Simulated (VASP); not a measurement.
Input of a VASP 6.6.1 run:

Contents of INCAR:

```
PREC = Accurate
ENCUT = 500
EDIFF = 1E-7
ISMEAR = 0
SIGMA = 0.1
LREAL = F
LASPH = T
NELM = 120
ALGO = Normal
ISIF = 4
LWAVE = F
LCHARG = F
GGA = PE
IBRION = 2
NSW = 50
EDIFFG = -0.01
GGA_COMPAT = F
NELMIN = 4
```

The input KPOINTS:

```
regular mesh
0
Gamma
  24 24 24
```

POSCAR

```
W
1.0
    0.0000000000      2.2053786637      2.2051992021
    1.5593418274      0.0000000000      2.2051992021
    1.5593418274      2.2053786637      0.0000000000
W
1
Direct
    0.0000000000      0.0000000000      0.0000000000
```

Potentials or basis: VASP PAW PBE potentials, release 64 (W_sv).

Launch:

```sh
$ cat potpaw_PBE.64/W_sv/POTCAR > POTCAR
$ mpirun -np 1 vasp_std > vasp.out
```

(1) Estimate the band gap on the k mesh.

Results:

(1) zero (bands 7 and 8 overlap by 6.80 eV).

Caveat: the relaxation stopped at its first step, so nothing moved; spin-orbit coupling is left out, which moves the levels of the heavy elements.
